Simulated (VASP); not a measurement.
NaH: relaxation of cell and atoms with PBEsol

The system is NaH.

```
CELL_PARAMETERS angstrom
0.00000 2.41545 2.41545
2.41545 0.00000 2.41545
2.41545 2.41545 0.00000
ATOMIC_POSITIONS crystal
Na 0.00000 0.00000 0.00000
H 0.50000 0.50000 0.50000
```

```
Program                : VASP 6.6.1
Task                   : relaxation of cell and atoms
Functional             : PBEsol
Potentials or basis    : VASP PAW PBE potentials, release 64 (Na_pv, H)
Cutoff                 : 600 eV
k mesh                 : 8 × 8 × 8
Occupations            : fermi-dirac, width 0.02 eV
Spin                   : no spin polarisation
Dipole correction      : no
Further INCAR settings : ALGO = Normal; EDIFF = 1e-06; IBRION = 2; EDIFFG = -0.005; NSW = 80; ISIF = 3
```

```json
{
  "Relaxed volume": "13.77 Å³/atom",
  "Relaxed cell": "a = 3.390 Å, b = 3.390 Å, c = 3.390 Å, α = 60.00°, β = 60.00°, γ = 60.00°",
  "Space group after relaxing (to 0.05 Å)": "Fm-3m (No. 225)",
  "Energy gained by relaxing": "0.6 meV/atom",
  "Ionic steps": "6",
  "Pressure after relaxing": "0.0 GPa",
  "Band gap on the k mesh": "3.60 eV, indirect (least direct gap 4.51 eV)"
}
```

The path:
| step | energy change (eV) | largest force (eV/Å) | pressure (GPa) | volume (Å³) |
| --- | --- | --- | --- | --- |
| 1 | 0.0000 | 0.0000 | -0.55 | 28.19 |
| 2 | -0.0006 | 0.0000 | -0.31 | 27.99 |
| 3 | -0.0008 | 0.0000 | -0.25 | 27.88 |
| 4 | -0.0011 | 0.0000 | -0.11 | 27.66 |
| 5 | -0.0009 | 0.0000 | 0.29 | 27.23 |
| 6 | -0.0011 | 0.0000 | -0.03 | 27.54 |

Final structure:
```cif
data_structure
_symmetry_space_group_name_H-M 'P 1'
_symmetry_Int_Tables_number 1
_cell_length_a 3.3898
_cell_length_b 3.3898
_cell_length_c 3.3898
_cell_angle_alpha 60.000
_cell_angle_beta 60.000
_cell_angle_gamma 60.000
_cell_volume 27.54
loop_
_atom_site_label
_atom_site_type_symbol
_atom_site_fract_x
_atom_site_fract_y
_atom_site_fract_z
_atom_site_occupancy
Na1 Na 0.00000 0.00000 0.00000 1
H1 H 0.50000 0.50000 0.50000 1
```

Levels at points of the mesh, in eV from the valence-band top:
| k point | band 1 | band 2 | band 3 | band 4 | band 5 | band 6 | band 7 | band 8 |
| --- | --- | --- | --- | --- | --- | --- | --- | --- |
| (0.00, 0.00, 0.00) | -21.96 | -21.96 | -21.96 | -3.79 | 10.63 | 15.58 | 15.58 | 15.58 |
| (0.50, 0.00, 0.00) | -22.06 | -21.97 | -21.97 | -0.91 | 3.60 | 10.79 | 13.38 | 13.38 |
| (0.50, 0.50, 0.00) | -22.05 | -21.99 | -21.99 | -0.19 | 4.46 | 9.86 | 10.65 | 10.65 |

It took 13 s on 1 thread of Intel(R) Xeon(R) 6975P-C (Granite Rapids) (shared host), peak memory 0.14 GiB.

Caveat: the PAW data sets were made with another functional, which shifts forces and pressure a little. As with any semilocal functional, this PBEsol gap is likely too small.
